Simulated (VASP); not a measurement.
# ZnSe (Pm-3m) in VASP: notebook

The runs below take ZnSe through single point, with LDA, PBEsol.

Program: VASP 6.6.1. These are calculated values, not measurements. Logs are shortened: lines on timing, memory, paths and dates and some standing lists are left out, and cuts for length are marked.

## (1) The cell of the first run

The structure is cubic, space group Pm-3m (No. 221). The conventional cell has a = 3.325 Å, b = 3.325 Å, c = 3.325 Å, α = 90.00°, β = 90.00°, γ = 90.00°. Zn (site symmetry m-3m) has 8 Se at 2.88 Å and 6 Zn at 3.33 Å within 3.8 Å. Se (site symmetry m-3m) has 8 Zn at 2.88 Å and 6 Se at 3.33 Å within 3.8 Å.

## (2) Single point, LDA

INCAR

```
SYSTEM = ZnSe
  PREC = Accurate
  ENCUT = 520
  EDIFF = 1E-6
  ISMEAR = -1
  SIGMA = 0.02
  LREAL = .FALSE.
  LASPH = .TRUE.
  NELM = 60
  ALGO = Normal
  ISIF = 2
  LWAVE = .FALSE.
  LCHARG = .TRUE.
  LELF = .TRUE.
  LVHAR = .TRUE.
  NBANDS = 16
```

KPOINTS

```
Automatic mesh
0
G
  6 6 6
  0 0 0
```

POSCAR

```
ZnSe
1.0
    3.3251530431      0.0000000000      0.0000000000
    0.0000000000      3.3251530431      0.0000000000
    0.0000000000      0.0000000000      3.3251530431
Zn Se
1 1
Direct
    0.0000000000      0.0000000000      0.0000000000
    0.5000000000      0.5000000000      0.5000000000
```

Potentials or basis: VASP PAW LDA potentials, release 64 (Zn, Se).

Command:

```bash
$ cat potpaw_LDA.64/Zn/POTCAR potpaw_LDA.64/Se/POTCAR > POTCAR
$ mpirun -np 1 vasp_std > vasp.out
```

OUTCAR:

```text
SYSTEM = ZnSe
   PREC = Accurate
   ENCUT = 520
   EDIFF = 1E-6
   ISMEAR = -1
   LREAL = .FALSE.
   LASPH = .TRUE.
   NELM = 60
   ISIF = 2

 ion  position               nearest neighbor table
   1  0.000  0.000  0.000-   2 2.88   2 2.88   2 2.88   2 2.88   2 2.88   2 2.88   2 2.88   2 2.88

   2  0.500  0.500  0.500-   1 2.88   1 2.88   1 2.88   1 2.88   1 2.88   1 2.88   1 2.88   1 2.88

  LATTYP: Found a simple cubic cell.
 ALAT       =     3.3251530431

  Lattice vectors:

 A1 = (   3.3251530431,   0.0000000000,   0.0000000000)
 A2 = (   0.0000000000,   3.3251530431,   0.0000000000)
 A3 = (   0.0000000000,   0.0000000000,   3.3251530431)

Analysis of symmetry for initial positions (statically):
=====================================================================
 Subroutine PRICEL returns:
 Original cell was already a primitive cell.

 Routine SETGRP: Setting up the symmetry group for a
 simple cubic supercell.

 Subroutine GETGRP returns: Found 48 space group operations
 (whereof 48 operations were pure point group operations)
 out of a pool of 48 trial point group operations.

The static configuration has the point symmetry O_h .

Analysis of symmetry for dynamics (positions and initial velocities):
=====================================================================
 Subroutine PRICEL returns:
 Original cell was already a primitive cell.

 Routine SETGRP: Setting up the symmetry group for a
 simple cubic supercell.

 Subroutine GETGRP returns: Found 48 space group operations
 (whereof 48 operations were pure point group operations)
 out of a pool of 48 trial point group operations.

The dynamic configuration has the point symmetry O_h .

 Subroutine INISYM returns: Found 48 space group operations
 (whereof 48 operations are pure point group operations),
 and found     1 'primitive' translations

----------------------------------------------------------------------------------------

                                     Primitive cell

  volume of cell :      36.7650

  direct lattice vectors                    reciprocal lattice vectors
     3.325153043  0.000000000  0.000000000     0.300738037  0.000000000  0.000000000
     0.000000000  3.325153043  0.000000000     0.000000000  0.300738037  0.000000000
     0.000000000  0.000000000  3.325153043     0.000000000  0.000000000  0.300738037

  length of vectors
     3.325153043  3.325153043  3.325153043     0.300738037  0.300738037  0.300738037

  position of ions in fractional coordinates (direct lattice)
     0.000000000  0.000000000  0.000000000
     0.500000000  0.500000000  0.500000000

  ion indices of the primitive-cell ions
   primitive index   ion index
                 1           1
                 2           2

----------------------------------------------------------------------------------------

 KPOINTS: Automatic mesh

Automatic generation of k-mesh.
 Grid dimensions read from file:
 generate k-points for:    6    6    6

 Generating k-lattice:

  Cartesian coordinates                     Fractional coordinates (reciprocal lattice)
     0.050123006  0.000000000  0.000000000     0.166666667  0.000000000  0.000000000
     0.000000000  0.050123006  0.000000000     0.000000000  0.166666667  0.000000000
     0.000000000  0.000000000  0.050123006     0.000000000  0.000000000  0.166666667

  Length of vectors
     0.050123006  0.050123006  0.050123006

  Shift w.r.t. Gamma in fractional coordinates (k-lattice)
     0.000000000  0.000000000  0.000000000

 Subroutine IBZKPT returns following result:
 ===========================================

 Found     20 irreducible k-points:

 Following reciprocal coordinates:
            Coordinates               Weight
  0.000000  0.000000  0.000000      1.000000
  0.166667  0.000000  0.000000      6.000000
  0.333333  0.000000  0.000000      6.000000
  0.500000  0.000000  0.000000      3.000000
  0.166667  0.166667  0.000000     12.000000
  0.333333  0.166667  0.000000     24.000000
[... 12 lines left out ...]
  0.500000  0.500000  0.333333      6.000000
  0.500000  0.500000  0.500000      1.000000
   k-points           NKPTS =     20   k-points in BZ     NKDIM =     20   number of bands    NBANDS=     16
   number of dos      NEDOS =    301   number of ions     NIONS =      2
   total plane-waves  NPLWV =  21952
   dimension x,y,z NGX =    28 NGY =   28 NGZ =   28
   dimension x,y,z NGXF=    56 NGYF=   56 NGZF=   56
   ions per type =               1   1
   NGX,Y,Z   is equivalent  to a cutoff of  14.00, 14.00, 14.00 a.u.
   NGXF,Y,Z  is equivalent  to a cutoff of  28.00, 28.00, 28.00 a.u.
 SYSTEM =  ZnSe
   PREC   = accura    normal or accurate (medium, high low for compatibility)
   ISTART =      0    job   : 0-new  1-cont  2-samecut
   ICHARG =      2    charge: 1-file 2-atom 10-const
   ISPIN  =      1    spin polarized calculation?
   LNONCOLLINEAR =      F non collinear calculations
   LSORBIT =      F    spin-orbit coupling
   LASPH  =      T    aspherical Exc in radial PAW
   ENCUT  =  520.0 eV  38.22 Ry    6.18 a.u.   6.18  6.18  6.18*2*pi/ulx,y,z
   NELM   =     60;   NELMIN=  2; NELMDL= -5     # of ELM steps
   EDIFF  = 0.1E-05   stopping-criterion for ELM
   LREAL  =      F    real-space projection
   EDIFFG = 0.1E-04   stopping-criterion for IOM
   NSW    =      0    number of steps for IOM
   IBRION =     -1    ionic relax: 0-MD 1-quasi-New 2-CG
   NFREE  =      0    steps in history (QN), initial steepest desc. (CG)
   ISIF   =      2    stress and relaxation
   ISYM   =      2    0-nonsym 1-usesym 2-fastsym
   POTIM  = 0.5000    time-step for ionic-motion
   TEBEG  =    0.0;   TEEND  =   0.0 temperature during run
   PSTRESS=    0.0 pullay stress
   NELECT =      18.0000    total number of electrons
   NUPDOWN=      -1.0000    fix difference up-down
   EMIN   =  10.00;   EMAX   =-10.00  energy-range for DOS
   EFERMI =   0.00;   METHOD = LEGACY
   ISMEAR =    -1;   SIGMA  =   0.02  broadening in eV -4-tet -1-fermi 0-gaus
   EFERMI_NEDOS =   21; number of points for ismear=-14 and -15
   IALGO  =     38    algorithm
   IMIX   =      4    mixing-type and parameters
     AMIX     =   0.40;   BMIX     =  1.00
     AMIX_MAG =   1.60;   BMIX_MAG =  1.00
  volume/ion in A,a.u.               =      18.38       124.05
  Fermi-wavevector in a.u.,A,eV,Ry     =   1.290290  2.438295 22.651639  1.664849
  Thomas-Fermi vector in A             =   2.422131
   LORBIT       =      0    0 simple, 1 ext, 2 COOP (PROOUT), +10 PAW based schemes
   GGA     = CA    functional components
   LHFCALC =     F    Hartree Fock is set to
   AEXX    =    0.0000 exact exchange contribution
   IVDW    =     0    specifies the selected vdW correction
   LEPSILON=     F    determine dielectric tensor
   LRPA    =     F    only Hartree local field effects (RPA)
 non-spin polarized calculation
  energy-cutoff  :      520.00
  volume of cell :       36.77
 maximum number of plane-waves:      1021
 NGX is ok and might be reduce to    28
   NGX = 13   NGY = 13   NGZ = 13

 number of electron      17.9999996 magnetization

 Free energy of the ion-electron system (eV)
  ---------------------------------------------------
  ext. energy  EPLUGINS =         0.00000000
  ---------------------------------------------------
  free energy    TOTEN  =        -5.75821367 eV

  energy without entropy =       -5.75502488  energy(sigma->0) =       -5.75661928

 E-fermi :   4.0143     XC(G=0): -11.0607

 val. band max:        3.9987717624   @ k =   0.3333   0.1667   0.0000
 cond. band min:       4.0747481784   @ k =   0.5000   0.3333   0.3333
 fundamental gap:      0.0759764160
 Fermi energy:         4.0143225673

 k-point     1 :       0.0000    0.0000    0.0000
  band No.  band energies     occupation
      1     -10.6140      2.00000
      2      -3.1568      2.00000
      3      -3.1568      2.00000
      4      -2.8575      2.00000
      5      -2.8575      2.00000
      6      -2.8575      2.00000
[... 8 lines left out ...]
     15      15.0740      0.00000
     16      19.6405      0.00000

 k-point     2 :       0.1667    0.0000    0.0000
  band No.  band energies     occupation
      1     -10.3688      2.00000
      2      -3.1451      2.00000
      3      -3.1413      2.00000
      4      -2.9053      2.00000
      5      -2.9053      2.00000
      6      -2.8542      2.00000
[... 8 lines left out ...]
     15      14.1308      0.00000
     16      18.9526      0.00000

 k-point     3 :       0.3333    0.0000    0.0000
  band No.  band energies     occupation
      1      -9.7686      2.00000
      2      -3.3478      2.00000
      3      -3.1216      2.00000
      4      -2.9954      2.00000
      5      -2.9954      2.00000
      6      -2.8476      2.00000
[... 8 lines left out ...]
     15      16.0432      0.00000
     16      17.0108      0.00000

 k-point     4 :       0.5000    0.0000    0.0000
  band No.  band energies     occupation
      1      -9.3769      2.00000
      2      -3.8508      2.00000
      3      -3.1098      2.00000
      4      -3.0379      2.00000
      5      -3.0379      2.00000
      6      -2.8443      2.00000
[... 8 lines left out ...]
     15      14.6745      0.00000
     16      20.6650      0.00000
[... 248 lines left out ...]
 k-point    18 :       0.5000    0.3333    0.3333
  band No.  band energies     occupation
      1      -8.1168      2.00000
      2      -3.3251      2.00000
      3      -3.2949      2.00000
      4      -2.9815      2.00000
      5      -2.8463      2.00000
      6      -2.7876      2.00000
[... 8 lines left out ...]
     15      18.8112      0.00000
     16      20.4569      0.00000

 k-point    19 :       0.5000    0.5000    0.3333
  band No.  band energies     occupation
      1      -7.8379      2.00000
      2      -3.3552      2.00000
      3      -3.3552      2.00000
      4      -3.1843      2.00000
      5      -2.8148      2.00000
      6      -2.7363      2.00000
[... 8 lines left out ...]
     15      21.6276      0.00000
     16      21.6276      0.00000

 k-point    20 :       0.5000    0.5000    0.5000
  band No.  band energies     occupation
      1      -7.5362      2.00000
      2      -3.4428      2.00000
      3      -3.4428      2.00000
      4      -3.4428      2.00000
      5      -2.7349      2.00000
      6      -2.7349      2.00000
[... 8 lines left out ...]
     15      23.2155      0.00000
     16      23.2155      0.00000

------------------------ aborting loop because EDIFF is reached ----------------------------------------

  FORCE on cell =-STRESS in cart. coord.  units (eV):
  Direction    XX          YY          ZZ          XY          YZ          ZX
  --------------------------------------------------------------------------------------
  -------------------------------------------------------------------------------------
  Total       -1.1467111     -1.1467111     -1.1467111      0.0000000     -0.0000000      0.0000000
  in kB      -49.9723392    -49.9723392    -49.9723392      0.0000000     -0.0000000      0.0000000
  external PRESSURE =     -49.9723392 kB  Pullay stress =       0.0000000 kB

 VOLUME and BASIS-vectors are now :
 -----------------------------------------------------------------------------
  energy-cutoff  :      520.00
  volume of cell :       36.77
      direct lattice vectors                 reciprocal lattice vectors
     3.325153043  0.000000000  0.000000000     0.300738037  0.000000000  0.000000000
     0.000000000  3.325153043  0.000000000     0.000000000  0.300738037  0.000000000
     0.000000000  0.000000000  3.325153043     0.000000000  0.000000000  0.300738037

 POSITION                                       TOTAL-FORCE (eV/Angst)
 -----------------------------------------------------------------------------------
      0.00000      0.00000      0.00000         0.000000      0.000000      0.000000
      1.66258      1.66258      1.66258         0.000000      0.000000      0.000000
 -----------------------------------------------------------------------------------
    total drift:                               -0.000000      0.000000     -0.000000

  FREE ENERGIE OF THE ION-ELECTRON SYSTEM (eV)
  ---------------------------------------------------
  free  energy   TOTEN  =        -5.7582136736 eV

  energy  without entropy=       -5.7550248828  energy(sigma->0) =       -5.75661928
```

Run time: 4.8 s. Hardware: 1 thread of Intel Xeon 6975P-C (Granite Rapids), shared host; peak memory 0.14 GiB.

Results:

| Property | Result |
| --- | --- |
| Free energy | -5.7582 eV |
| Pressure | -5.0 GPa |
| Band gap on the k mesh | zero (band 9 reaches 4.37 eV, above the bottom of band 10 at 2.83 eV) |

Levels at points of the mesh, in eV from the Fermi level:
| k point | band 5 | band 6 | band 7 | band 8 | band 9 | band 10 | band 11 | band 12 | band 13 | band 14 |
| --- | --- | --- | --- | --- | --- | --- | --- | --- | --- | --- |
| (0.00, 0.00, 0.00) | -6.87 | -6.87 | -1.33 | -1.19 | -1.19 | -1.19 | 5.85 | 5.85 | 11.06 | 11.06 |
| (0.50, 0.00, 0.00) | -7.05 | -6.86 | -6.32 | 0.26 | 0.26 | 3.18 | 4.22 | 6.55 | 6.55 | 7.52 |
| (0.50, 0.50, 0.00) | -6.76 | -6.74 | -5.18 | -5.18 | -2.21 | 0.69 | 7.82 | 7.82 | 8.73 | 9.72 |
| (0.50, 0.50, 0.50) | -6.75 | -6.75 | -2.70 | -2.70 | -2.70 | 0.99 | 1.01 | 1.01 | 1.01 | 19.20 |

(Part 1 of 2 ends here.)
